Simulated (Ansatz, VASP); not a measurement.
## Two plane-wave programs on SiO2

```xyz
6
Lattice="4.1773 0.0000 0.0000 0.0000 4.1773 0.0000 0.0000 0.0000 2.6652" Properties=species:S:1:pos:R:3 pbc="T T T"
Si    0.0000    0.0000    0.0000
Si    2.0886    2.0886    1.3326
O     1.2778    1.2778    0.0000
O     0.8108    3.3665    1.3326
O     2.8995    2.8995    0.0000
O     3.3665    0.8108    1.3326
```

Alike in both runs: task single point; functional PBE; k mesh 2 × 2 × 4; no spin polarisation.

|  | VASP | Ansatz |
| --- | --- | --- |
| version | VASP 6.6.1 | Ansatz 0.2.0 |
| potentials or method | VASP PAW PBE potentials, release 64 (Si, O), cutoff 520 eV | plane waves, PAW |
| occupations | gaussian, width 0.01 eV | fixed |
| valence electrons in the cell | 32 | 32 |

VASP gave:

- pressure (GPa): 11.4
- traceless stress, the component that is largest in VASP (GPa): 1.54

Q: Which values does Ansatz return?

A: Pressure (GPa): 11.2; traceless stress, the component that is largest in VASP (GPa): 1.10.

The k mesh is coarse, so the values compare programs but aren't converged.
